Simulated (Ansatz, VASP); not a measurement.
## Two plane-wave programs on CsPbBr3

```
CELL_PARAMETERS angstrom
5.94296 0.00000 0.00000
0.00000 5.94296 0.00000
0.00000 0.00000 5.94296
ATOMIC_POSITIONS crystal
Cs 0.00000 0.00000 0.00000
Pb 0.50000 0.50000 0.50000
Br 0.50000 0.50000 0.00000
Br 0.50000 0.00000 0.50000
Br 0.00000 0.50000 0.50000
```

Alike in both runs: task single point; functional r2SCAN; k mesh 4 × 4 × 4; no spin polarisation.

```csv
,VASP,Ansatz
version,VASP 6.6.1,Ansatz 0.2.0
potentials or method,"VASP PAW PBE potentials, release 64 (Cs_sv, Pb_d, Br)","plane waves, PAW"
plane-wave cutoff (eV),520,500
occupations,"gaussian, width 0.01 eV",fixed
valence electrons in the cell,44,44
```

```csv
,VASP,Ansatz,Ansatz less VASP
gap on the k mesh at the Fermi level (eV),2.06,2.04,-0.012
pressure (GPa),0.0,0.0,0.00
```

VASP's potentials were made for PBE, not for r2SCAN.

Spin-orbit coupling is off throughout.
